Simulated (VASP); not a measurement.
Input of a VASP 6.6.1 run:

Contents of INCAR:

```
ALGO = Normal
EDIFF = 1E-6
ENCUT = 520
GGA = PE
ISIF = 2
ISMEAR = 0
IVDW = 12
LASPH = True
LCHARG = True
LELF = True
LREAL = Auto
LVHAR = True
LWAVE = False
NBANDS = 52
NELM = 100
PREC = Accurate
SIGMA = 0.05
```

Contents of KPOINTS:

```
k-points
0
Gamma
  2 2 2
```

File POSCAR:

```
TiSi16
1.0
    0.0000000000      5.4300000000      5.4300000000
    5.4300000000      0.0000000000      5.4300000000
    5.4300000000      5.4300000000      0.0000000000
Si Ti
16 1
Direct
    0.0000202556     -0.0000762551      0.0000339254
    0.1209736882      0.1207648492      0.1208875784
   -0.0030950933     -0.0036038737      0.5033347224
    0.1209744253      0.1207016984      0.6373528763
   -0.0031315260      0.5031948284     -0.0033866402
    0.1209755960      0.6372286357      0.1208244756
   -0.0031516116      0.5031062779      0.5032052374
    0.1296425544      0.6232457922      0.6234530997
    0.5034179321     -0.0035445606     -0.0032910796
    0.6373734138      0.1207667379      0.1208885884
    0.5033669488     -0.0036023213      0.5033372020
    0.6237047484      0.1290742052      0.6235224352
    0.5033265452      0.5031978413     -0.0033856197
    0.6236812672      0.6232919144      0.1293520751
    0.5002167164      0.4996506138      0.4999255815
    0.6236659641      0.6232470747      0.6234539582
    0.2500964754      0.2498168417      0.2499927838
```

Potentials or basis: VASP PAW PBE potentials, release 64 (Si, Ti_sv).

Launch:

```sh
$ cat potpaw_PBE.64/Si/POTCAR potpaw_PBE.64/Ti_sv/POTCAR > POTCAR
$ mpirun -np 1 vasp_std > vasp.out
```

Estimate the pressure.

0.9 GPa.

Estimate the band gap on the k mesh.

zero (bands 38 and 39 overlap by 0.44 eV).

Predict the dispersion energy per atom.

-0.343 eV.

Predict the largest force.

0.009 eV/Å.

Forces on the atoms (eV/Å):
```
Si   0.000  0.000  0.000
Si  -0.005 -0.001 -0.003
Si  -0.001 -0.001  0.001
Si   0.001  0.004 -0.004
Si  -0.001 -0.001 -0.002
Si   0.003 -0.004  0.004
Si   0.002  0.001 -0.001
Si  -0.002  0.001  0.001
Si   0.001 -0.001  0.001
Si  -0.005  0.003  0.001
Si  -0.001 -0.001  0.001
Si   0.000  0.000  0.000
Si  -0.001  0.002  0.001
Si   0.001  0.001 -0.001
Si   0.000  0.000  0.000
Si  -0.002 -0.001 -0.001
Ti   0.008 -0.003  0.003
```

Caveat: the k points lie up to 0.50 Å⁻¹ apart.
